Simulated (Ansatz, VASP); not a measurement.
**CsPbBr3: VASP beside Ansatz**

The input INCAR:

```
SYSTEM = CsPbBr3
PREC = Accurate
ENCUT = 520
EDIFF = 1E-7
ISMEAR = 0
SIGMA = 0.05
LREAL = .False.
LASPH = .True.
NELM = 80
ALGO = Normal
ISIF = 2
LWAVE = .False.
LCHARG = .False.
GGA = PS
NBANDS = 30
```

KPOINTS

```
Automatic mesh
0
Gamma
  6 6 6
  0 0 0
```

File POSCAR:

```
CsPbBr3
1.0
    6.1635000000      0.0000000000      0.0000000000
    0.0000000000      6.1635000000      0.0000000000
    0.0000000000      0.0000000000      5.5765000000
Cs Pb Br
1 1 3
Direct
    0.0000000000      0.0000000000      0.0000000000
    0.5000000000      0.5000000000      0.5000000000
    0.0000000000      0.5000000000      0.5000000000
    0.5000000000      0.0000000000      0.5000000000
    0.5000000000      0.5000000000      0.0000000000
```

Input for Ansatz:

```yaml
crystal:
  lattice:
    - [6.1635, 0.0, 0.0]
    - [0.0, 6.1635, 0.0]
    - [0.0, 0.0, 5.5765]
  atoms:
    - { symbol: Cs, position: [0.0, 0.0, 0.0] }
    - { symbol: Pb, position: [0.5, 0.5, 0.5] }
    - { symbol: Br, position: [0.0, 0.5, 0.5] }
    - { symbol: Br, position: [0.5, 0.0, 0.5] }
    - { symbol: Br, position: [0.5, 0.5, 0.0] }
basis:
  ecutwfc: 420
kpoints:
  mp_grid: { grid: [6, 6, 6] }
hamiltonian:
  xc: pbesol
scf:
  occupations: { method: gaussian, width: 0.05 }
output:
  forces: true
  stress: true
  eigenvalues: true
```

Change from the starting cell: strain +0.050 along x and y, -0.050 along z, atoms carried along.

Alike in both runs: task single point; functional PBEsol; k mesh 6 × 6 × 6; occupations gaussian, width 0.05 eV; no spin polarisation.

|  | VASP | Ansatz |
| --- | --- | --- |
| version | VASP 6.6.1 | Ansatz 0.2.0 |
| potentials or method | VASP PAW PBE potentials, release 64 (Cs_sv, Pb_d, Br), cutoff 520 eV | scalar-relativistic, plane waves, PAW |
| valence electrons in the cell | 44 | 44 |

|  | VASP | Ansatz | Ansatz less VASP |
| --- | --- | --- | --- |
| gap on the k mesh at the Fermi level (eV) | 1.24 | 1.25 | 0.000 |
| least direct gap on the mesh (eV) | 1.24 | 1.25 | 0.000 |
| pressure (GPa) | -0.4 | -0.4 | 0.00 |
| traceless stress, the component that is largest in VASP (GPa) | 3.02 | 3.01 | -0.008 |

VASP's potentials were made for PBE, not for PBEsol.

Neither program's run includes spin-orbit coupling.
